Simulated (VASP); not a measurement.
# Ru (P6_3/mmc) in VASP: a series of runs

Runs on Ru. Level: PBE. Tasks: relaxation of the atoms.

Program: VASP 6.6.1. These are calculated values, not measurements. Logs are shortened: lines on timing, memory, paths and dates and some standing lists are left out, and cuts for length are marked.

## (1) The cell of the first run

The structure is hexagonal, space group P6_3/mmc (No. 194). Conventional cell: a = 2.688 Å, b = 2.688 Å, c = 4.253 Å, α = 90.00°, β = 90.00°, γ = 120.00°. Ru (site symmetry -6m2) has 12 Ru at 2.63 to 2.69 Å within 3.5 Å.

## (2) Relaxation of the atoms, PBE (13.30 Å³/atom)

Input file INCAR:

```
SYSTEM = Ru
ALGO = Normal
EDIFF = 1E-7
EDIFFG = -0.02
ENCUT = 520
GGA = PE
IBRION = 2
ISIF = 2
ISMEAR = -1
LASPH = .True.
LCHARG = .False.
LREAL = .False.
LWAVE = .False.
NELM = 80
NSW = 80
PREC = Accurate
SIGMA = 0.05
```

Input file KPOINTS:

```
k-points
0
Gamma
  20 20 11
  0 0 0
```

Input file POSCAR:

```
Ru
1.0
    2.6876397213      0.0000000000      0.0000000000
   -1.3438198606      2.3275642749      0.0000000000
    0.0000000000      0.0000000000      4.2531615502
Ru
2
Direct
    0.3333333333      0.6666666667      0.2500000000
    0.6666666667      0.3333333333      0.7500000000
```

Potentials or basis: VASP PAW PBE potentials, release 64 (Ru_pv).

Launch:

```
cat potpaw_PBE.64/Ru_pv/POTCAR > POTCAR
mpirun -np 1 vasp_std > vasp.out
```

OUTCAR:

```text
SYSTEM = Ru
   EDIFF = 1E-7
   EDIFFG = -0.02
   ENCUT = 520
   GGA = PE
   IBRION = 2
   ISIF = 2
   ISMEAR = -1
   LASPH = .True.
   LREAL = .False.
   NELM = 80
   NSW = 80
   PREC = Accurate

 ion  position               nearest neighbor table
   1  0.333  0.667  0.250-   2 2.63   2 2.63   2 2.63   2 2.63   2 2.63   2 2.63
   2  0.667  0.333  0.750-   1 2.63   1 2.63   1 2.63   1 2.63   1 2.63   1 2.63

  LATTYP: Found a hexagonal cell.
 ALAT       =     2.6876397213
 C/A-ratio  =     1.5824894671

  Lattice vectors:

 A1 = (   2.6876397213,   0.0000000000,   0.0000000000)
 A2 = (  -1.3438198606,   2.3275642749,   0.0000000000)
 A3 = (   0.0000000000,   0.0000000000,   4.2531615502)

Analysis of symmetry for initial positions (statically):
=====================================================================
 Subroutine PRICEL returns:
 Original cell was already a primitive cell.

 Routine SETGRP: Setting up the symmetry group for a
 hexagonal supercell.

 Subroutine GETGRP returns: Found 24 space group operations
 (whereof 12 operations were pure point group operations)
 out of a pool of 24 trial point group operations.

The static configuration has the point symmetry D_3d.
 The point group associated with its full space group is D_6h.

Analysis of symmetry for dynamics (positions and initial velocities):
=====================================================================
 Subroutine PRICEL returns:
 Original cell was already a primitive cell.

 Routine SETGRP: Setting up the symmetry group for a
 hexagonal supercell.

 Subroutine GETGRP returns: Found 24 space group operations
 (whereof 12 operations were pure point group operations)
 out of a pool of 24 trial point group operations.

The dynamic configuration has the point symmetry D_3d.
 The point group associated with its full space group is D_6h.

 Subroutine INISYM returns: Found 24 space group operations
 (whereof 12 operations are pure point group operations),
 and found     1 'primitive' translations

----------------------------------------------------------------------------------------

                                     Primitive cell

  volume of cell :      26.6063

  direct lattice vectors                    reciprocal lattice vectors
     2.687639721  0.000000000  0.000000000     0.372073679  0.214816839  0.000000000
    -1.343819861  2.327564275  0.000000000     0.000000000  0.429633678  0.000000000
     0.000000000  0.000000000  4.253161550     0.000000000  0.000000000  0.235119214

  length of vectors
     2.687639721  2.687639721  4.253161550     0.429633678  0.429633678  0.235119214

  position of ions in fractional coordinates (direct lattice)
     0.333333333  0.666666667  0.250000000
     0.666666667  0.333333333  0.750000000

  ion indices of the primitive-cell ions
   primitive index   ion index
                 1           1
                 2           2

----------------------------------------------------------------------------------------

 KPOINTS: k-points

Automatic generation of k-mesh.
 Grid dimensions read from file:
 generate k-points for:   20   20   11

 Generating k-lattice:

  Cartesian coordinates                     Fractional coordinates (reciprocal lattice)
     0.018603684  0.010740842  0.000000000     0.050000000 -0.000000000  0.000000000
     0.000000000  0.021481684  0.000000000     0.000000000  0.050000000  0.000000000
     0.000000000  0.000000000  0.021374474     0.000000000  0.000000000  0.090909091

  Length of vectors
     0.021481684  0.021481684  0.021374474

  Shift w.r.t. Gamma in fractional coordinates (k-lattice)
     0.000000000  0.000000000  0.000000000

 Subroutine IBZKPT returns following result:
 ===========================================

 Found    264 irreducible k-points:

 Following reciprocal coordinates:
            Coordinates               Weight
  0.000000  0.000000  0.000000      1.000000
  0.050000  0.000000  0.000000      6.000000
  0.100000  0.000000  0.000000      6.000000
  0.150000  0.000000  0.000000      6.000000
  0.200000  0.000000  0.000000      6.000000
  0.250000  0.000000  0.000000      6.000000
[... 16 lines left out ...]
  0.200000  0.100000  0.000000     12.000000
  0.250000  0.100000  0.000000     12.000000
 [... further k-points ...]
   k-points           NKPTS =    264   k-points in BZ     NKDIM =    264   number of bands    NBANDS=     18
   number of dos      NEDOS =    301   number of ions     NIONS =      2
   total plane-waves  NPLWV =  12800
   dimension x,y,z NGX =    20 NGY =   20 NGZ =   32
   dimension x,y,z NGXF=    40 NGYF=   40 NGZF=   64
   ions per type =               2
   NGX,Y,Z   is equivalent  to a cutoff of  12.37, 12.37, 12.51 a.u.
   NGXF,Y,Z  is equivalent  to a cutoff of  24.74, 24.74, 25.02 a.u.
 SYSTEM =  Ru
   PREC   = accura    normal or accurate (medium, high low for compatibility)
   ISTART =      0    job   : 0-new  1-cont  2-samecut
   ICHARG =      2    charge: 1-file 2-atom 10-const
   ISPIN  =      1    spin polarized calculation?
   LNONCOLLINEAR =      F non collinear calculations
   LSORBIT =      F    spin-orbit coupling
   LASPH  =      T    aspherical Exc in radial PAW
   ENCUT  =  520.0 eV  38.22 Ry    6.18 a.u.   5.00  5.00  7.91*2*pi/ulx,y,z
   NELM   =     80;   NELMIN=  2; NELMDL= -5     # of ELM steps
   EDIFF  = 0.1E-06   stopping-criterion for ELM
   LREAL  =      F    real-space projection
   EDIFFG = -.2E-01   stopping-criterion for IOM
   NSW    =     80    number of steps for IOM
   IBRION =      2    ionic relax: 0-MD 1-quasi-New 2-CG
   NFREE  =      1    steps in history (QN), initial steepest desc. (CG)
   ISIF   =      2    stress and relaxation
   ISYM   =      2    0-nonsym 1-usesym 2-fastsym
   POTIM  = 0.5000    time-step for ionic-motion
   TEBEG  =    0.0;   TEEND  =   0.0 temperature during run
   PSTRESS=    0.0 pullay stress
   NELECT =      28.0000    total number of electrons
   NUPDOWN=      -1.0000    fix difference up-down
   EMIN   =  10.00;   EMAX   =-10.00  energy-range for DOS
   EFERMI =   0.00;   METHOD = LEGACY
   ISMEAR =    -1;   SIGMA  =   0.05  broadening in eV -4-tet -1-fermi 0-gaus
   EFERMI_NEDOS =   21; number of points for ismear=-14 and -15
   IALGO  =     38    algorithm
   IMIX   =      4    mixing-type and parameters
     AMIX     =   0.40;   BMIX     =  1.00
     AMIX_MAG =   1.60;   BMIX_MAG =  1.00
  volume/ion in A,a.u.               =      13.30        89.77
  Fermi-wavevector in a.u.,A,eV,Ry     =   1.665198  3.146769 37.727398  2.772886
  Thomas-Fermi vector in A             =   2.751610
   LORBIT       =      0    0 simple, 1 ext, 2 COOP (PROOUT), +10 PAW based schemes
   GGA     = PE    functional components
   LHFCALC =     F    Hartree Fock is set to
   AEXX    =    0.0000 exact exchange contribution
   IVDW    =     0    specifies the selected vdW correction
   LEPSILON=     F    determine dielectric tensor
   LRPA    =     F    only Hartree local field effects (RPA)
 conjugate gradient relaxation of ions
 non-spin polarized calculation
  energy-cutoff  :      520.00
  volume of cell :       26.61
 maximum number of plane-waves:       734
 NGX is ok and might be reduce to    20
   NGX =  9   NGY =  9   NGZ = 15

 number of electron      27.9999997 magnetization

 Free energy of the ion-electron system (eV)
  ---------------------------------------------------
  ext. energy  EPLUGINS =         0.00000000
  ---------------------------------------------------
  free energy    TOTEN  =       -18.44174771 eV

  energy without entropy =      -18.42837175  energy(sigma->0) =      -18.43505973

 E-fermi :  13.2417     XC(G=0): -14.2472

 val. band max:       13.2298539404   @ k =   0.3000   0.0000   0.1818
 cond. band min:      13.2436149746   @ k =   0.3000   0.1000   0.1818
 fundamental gap:      0.0137610341
 Fermi energy:        13.2416533473

 k-point     1 :       0.0000    0.0000    0.0000
  band No.  band energies     occupation
      1     -30.5118      2.00000
      2     -29.5203      2.00000
      3     -29.5203      2.00000
      4     -29.3392      2.00000
      5     -29.3392      2.00000
      6     -29.2897      2.00000
[... 10 lines left out ...]
     17      14.4348      0.00000
     18      14.5361      0.00000

 k-point     2 :       0.0500    0.0000    0.0000
  band No.  band energies     occupation
      1     -30.5027      2.00000
      2     -29.5399      2.00000
      3     -29.5269      2.00000
      4     -29.3598      2.00000
      5     -29.3419      2.00000
      6     -29.2939      2.00000
[... 10 lines left out ...]
     17      14.4730      0.00000
     18      15.6467      0.00000

 k-point     3 :       0.1000    0.0000    0.0000
  band No.  band energies     occupation
      1     -30.4757      2.00000
      2     -29.5969      2.00000
      3     -29.5460      2.00000
      4     -29.4189      2.00000
      5     -29.3498      2.00000
      6     -29.3065      2.00000
[... 10 lines left out ...]
     17      14.5729      0.00000
     18      16.8824      0.00000

 k-point     4 :       0.1500    0.0000    0.0000
  band No.  band energies     occupation
      1     -30.4322      2.00000
      2     -29.6857      2.00000
      3     -29.5749      2.00000
      4     -29.5096      2.00000
      5     -29.3626      2.00000
      6     -29.3277      2.00000
[... 10 lines left out ...]
     17      14.7032      0.00000
     18      18.1668      0.00000

 k-point     5 :       0.2000    0.0000    0.0000
  band No.  band energies     occupation
      1     -30.3743      2.00000
      2     -29.7975      2.00000
      3     -29.6214      2.00000
      4     -29.6104      2.00000
      5     -29.3796      2.00000
      6     -29.3573      2.00000
[... 10 lines left out ...]
     17      14.8356      0.00000
     18      19.4761      0.00000

 k-point     6 :       0.2500    0.0000    0.0000
  band No.  band energies     occupation
      1     -30.3050      2.00000
      2     -29.9214      2.00000
      3     -29.7425      2.00000
      4     -29.6488      2.00000
      5     -29.3992      2.00000
      6     -29.3952      2.00000
[... 10 lines left out ...]
     17      14.9529      0.00000
     18      20.7846      0.00000

 k-point     7 :       0.3000    0.0000    0.0000
  band No.  band energies     occupation
      1     -30.2284      2.00000
      2     -30.0452      2.00000
      3     -29.8607      2.00000
      4     -29.6863      2.00000
      5     -29.4403      2.00000
      6     -29.4195      2.00000
[... 10 lines left out ...]
     17      15.0470      0.00000
     18      22.0598      0.00000

 k-point     8 :       0.3500    0.0000    0.0000
  band No.  band energies     occupation
      1     -30.1565      2.00000
      2     -30.1495      2.00000
      3     -29.9650      2.00000
      4     -29.7194      2.00000
      5     -29.4907      2.00000
      6     -29.4381      2.00000
[... 10 lines left out ...]
     17      15.1165      0.00000
     18      23.0003      0.00000
[... 229 lines left out ...]
     17      16.1717      0.00000
     18      21.1882      0.00000

 k-point    20 :       0.4500    0.0500    0.0000
  band No.  band energies     occupation
      1     -30.3099      2.00000
      2     -30.1062      2.00000
      3     -29.9973      2.00000
      4     -29.7767      2.00000
      5     -29.6004      2.00000
      6     -29.4787      2.00000
[... 10 lines left out ...]
     17      17.2464      0.00000
     18      19.8513      0.00000

 k-point    21 :       0.1000    0.1000    0.0000
  band No.  band energies     occupation
      1     -30.4068      2.00000
      2     -29.7166      2.00000
      3     -29.6405      2.00000
      4     -29.5162      2.00000
      5     -29.3833      2.00000
      6     -29.3405      2.00000
[... 10 lines left out ...]
     17      14.7230      0.00000
     18      18.7904      0.00000

 k-point    22 :       0.1500    0.1000    0.0000
  band No.  band energies     occupation
      1     -30.3502      2.00000
      2     -29.8098      2.00000
      3     -29.7282      2.00000
      4     -29.5712      2.00000
      5     -29.4094      2.00000
      6     -29.3701      2.00000
[... 10 lines left out ...]
     17      14.8090      0.00000
     18      19.9858      0.00000

 k-point    23 :       0.2000    0.1000    0.0000
  band No.  band energies     occupation
      1     -30.2824      2.00000
      2     -29.9214      2.00000
      3     -29.8187      2.00000
      4     -29.6302      2.00000
      5     -29.4361      2.00000
      6     -29.4080      2.00000
[... 10 lines left out ...]
     17      14.8903      0.00000
     18      21.2304      0.00000

 k-point    24 :       0.2500    0.1000    0.0000
  band No.  band energies     occupation
      1     -30.2071      2.00000
      2     -30.0373      2.00000
      3     -29.9049      2.00000
      4     -29.6877      2.00000
      5     -29.4616      2.00000
      6     -29.4533      2.00000
[... 10 lines left out ...]
     17      14.9588      0.00000
     18      22.4743      0.00000

 [... further k-points ...]
[... 5 lines left out ...]
  --------------------------------------------------------------------------------------
  -------------------------------------------------------------------------------------
  Total        1.9822471      1.9822471      1.7833791      0.0000000      0.0000000      0.0000000
  in kB      119.3668549    119.3668549    107.3914348      0.0000000      0.0000000      0.0000000
  external PRESSURE =     115.3750482 kB  Pullay stress =       0.0000000 kB

 VOLUME and BASIS-vectors are now :
 -----------------------------------------------------------------------------
  energy-cutoff  :      520.00
  volume of cell :       26.61
      direct lattice vectors                 reciprocal lattice vectors
     2.687639721  0.000000000  0.000000000     0.372073679  0.214816839  0.000000000
    -1.343819861  2.327564275  0.000000000     0.000000000  0.429633678  0.000000000
     0.000000000  0.000000000  4.253161550     0.000000000  0.000000000  0.235119214

 POSITION                                       TOTAL-FORCE (eV/Angst)
 -----------------------------------------------------------------------------------
     -0.00000      1.55171      1.06329         0.000000      0.000000      0.000000
      1.34382      0.77585      3.18987        -0.000000     -0.000000      0.000000
 -----------------------------------------------------------------------------------
    total drift:                               -0.000000      0.000000     -0.000000

  FREE ENERGIE OF THE ION-ELECTRON SYSTEM (eV)
  ---------------------------------------------------
  free  energy   TOTEN  =       -18.4417477096 eV

  energy  without entropy=      -18.4283717524  energy(sigma->0) =      -18.43505973

 reached required accuracy - stopping structural energy minimisation
```

Wall time 59 s (1 thread of Intel Xeon Platinum 8488C (Sapphire Rapids), shared host); peak memory 0.22 GiB.

What came out:

* Free energy: -18.4417 eV
* Pressure after relaxing: 11.5 GPa
* Band gap on the k mesh: zero (bands 14 and 15 overlap by 3.34 eV)

Final structure:
```xyz
2
Lattice="2.6876 0.0000 0.0000 -1.3438 2.3276 0.0000 0.0000 0.0000 4.2532" Properties=species:S:1:pos:R:3 pbc="T T T"
Ru    0.0000    1.5517    1.0633
Ru    1.3438    0.7759    3.1899
```

Levels at points of the mesh, in eV from the Fermi level:
```tsv
k point	band 12	band 13	band 14	band 15	band 16	band 17
(0.00, 0.00, 0.00)	-2.00	-2.00	-1.46	-1.46	1.19	1.19
(0.50, 0.00, 0.00)	-1.85	-1.59	1.45	1.88	1.96	4.15
```

## (3) Relaxation of the atoms, PBE (z stretched by +3 %)

Input file INCAR:

```
  ALGO = Normal
  EDIFF = 1E-6
  EDIFFG = -0.02
  ENCUT = 520
  GGA = PE
  IBRION = 2
  ISIF = 2
  ISMEAR = -1
  LASPH = T
  LCHARG = F
  LREAL = F
  LWAVE = F
  NELM = 60
  NSW = 80
  PREC = Accurate
  SIGMA = 0.05
```

Input file KPOINTS:

```
k-points
0
Gamma
  20 20 11
```

Input file POSCAR:

```
Ru
1.0
    2.7058000000      0.0000000000      0.0000000000
   -1.3529000000      2.3432915376      0.0000000000
    0.0000000000      0.0000000000      4.4103570000
Ru
2
Direct
    0.3333333333      0.6666666667      0.2500000000
    0.6666666667      0.3333333333      0.7500000000
```

Potentials or basis: VASP PAW PBE potentials, release 64 (Ru_pv).

Launch:

```
cat potpaw_PBE.64/Ru_pv/POTCAR > POTCAR
mpirun -np 1 vasp_std > vasp.out
```

Run time: 50 s. Hardware: 1 thread of Intel Xeon Platinum 8488C (Sapphire Rapids), shared host; peak memory 0.23 GiB.

The run converged. Its results:

| Quantity | Value |
| --- | --- |
| Free energy | -18.4395 eV |
| Pressure after relaxing | -4.8 GPa |
| Band gap on the k mesh | zero (bands 14 and 15 overlap by 3.04 eV) |

Stress tensor (GPa, compression positive):
```
  0.07   0.00   0.00
  0.00   0.07   0.00
  0.00   0.00 -14.44
```

Final structure:
```
Ru
1.0
     2.70580    0.00000    0.00000
    -1.35290    2.34329    0.00000
     0.00000    0.00000    4.41036
Ru
2
Direct
  0.33333 0.66667 0.25000
  0.66667 0.33333 0.75000
```

Levels at points of the mesh, in eV from the Fermi level:
```
           k point  band 11  band 12  band 13  band 14  band 15  band 16  band 17  band 18
(0.00, 0.00, 0.00)    -2.46    -1.88    -1.88    -1.12    -1.12     0.94     1.13     1.13
(0.50, 0.00, 0.00)    -2.17    -1.64    -1.61     1.52     1.70     1.86     3.97     6.00
```

Caveat: the cell differs from its parent crystal (z stretched by +3 %).
